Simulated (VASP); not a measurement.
Wanted: the native input for a VASP 6.6.1 run.

- Task: single point
- Functional: PBEsol
- Potentials or basis: VASP PAW PBE potentials, release 64 (Mg)
- Cutoff: 520 eV
- k mesh: 14 × 14 × 12
- Occupations: gaussian, width 0.1 eV
- Spin: no spin polarisation
- Dipole correction: no
- Further INCAR settings: ALGO = Fast; EDIFF = 1e-07; NBANDS = 7

The structure of Mg lies in POSCAR:

```
Mg
1.0
    3.0635686046     -0.0282457762     -0.0638122718
   -1.5562458621      2.7390772391      0.0394612181
   -0.0636980020      0.0087082355      3.2364796467
Mg
1
Direct
    0.0000000000      0.0000000000      0.0000000000
```

This cell differs from its parent crystal: the cell strained at random.

The input as run:

INCAR

```
SYSTEM = Mg
PREC     = Accurate       ! precision mode
ENCUT    = 520            ! plane-wave cutoff, eV
EDIFF    = 1E-7           ! SCF threshold, eV
ISMEAR   = 0              ! smearing method
SIGMA    = 0.1            ! smearing width, eV
LREAL    = .FALSE.        ! projectors in reciprocal space
LASPH    = .TRUE.         ! aspherical terms in the spheres
NELM     = 80             ! most SCF steps
ALGO     = Fast           ! electronic algorithm
ISIF     = 2              ! what is computed and relaxed
LWAVE    = .FALSE.        ! write WAVECAR
LCHARG   = .TRUE.         ! write CHGCAR
GGA      = PS             ! functional
LELF     = .TRUE.         ! ELF
LVHAR    = .TRUE.       
NBANDS   = 7              ! bands
```

KPOINTS

```
Automatic mesh
0
G
  14 14 12
  0 0 0
```

Potentials or basis: VASP PAW PBE potentials, release 64 (Mg).

The run is started by

```bash
$ cat potpaw_PBE.64/Mg/POTCAR > POTCAR
$ mpirun -np 1 vasp_std > vasp.out
```

It gave:

```yaml
Pressure: -1.6 GPa
Band_gap_on_the_k_mesh: zero (band 1 reaches 4.07 eV, above the bottom of band 2 at -0.44 eV)
```

Caveat: the cell differs from its parent crystal (the cell strained at random); the PAW data sets were made with another functional, which shifts forces and pressure a little.

Wall time 45 s on 1 thread of Intel(R) Xeon(R) Platinum 8559C (Emerald Rapids), on a shared host, peak memory 0.33 GiB.
